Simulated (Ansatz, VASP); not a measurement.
HgTe in VASP and in Ansatz

```
Hg Te
1.0
     0.00000    2.94085    2.94085
     2.94085    0.00000    2.94085
     2.94085    2.94085    0.00000
Hg Te
1 1
Cartesian
  0.0000 0.0000 0.0000
  2.9408 2.9408 2.9408
```

Change from the starting cell: volume scaled by 1.02, PAW files.

Alike in both runs: task electric field gradients; functional PBEsol; k mesh 12 × 12 × 12; occupations fermi-dirac, width 0.08 eV; no spin polarisation.

|  | VASP | Ansatz |
| --- | --- | --- |
| version | VASP 6.6.1 | Ansatz 0.2.0 |
| potentials or method | VASP PAW PBE potentials, release 64 (Hg, Te) | PAW with Ansatz's default frozen-core files, scalar-relativistic |
| plane-wave cutoff (eV) | 520 | 420 |
| valence electrons in the cell | 18 | 36 |

```tsv
	VASP	Ansatz	Ansatz less VASP
pressure (GPa)	4.7	4.4	-0.28
```

VASP's potentials were made for PBE, not for PBEsol. VASP's potentials hold 18 valence electrons a cell and Ansatz's 36, so a difference there can come from the potentials and not from the codes.

Neither program's run includes spin-orbit coupling.
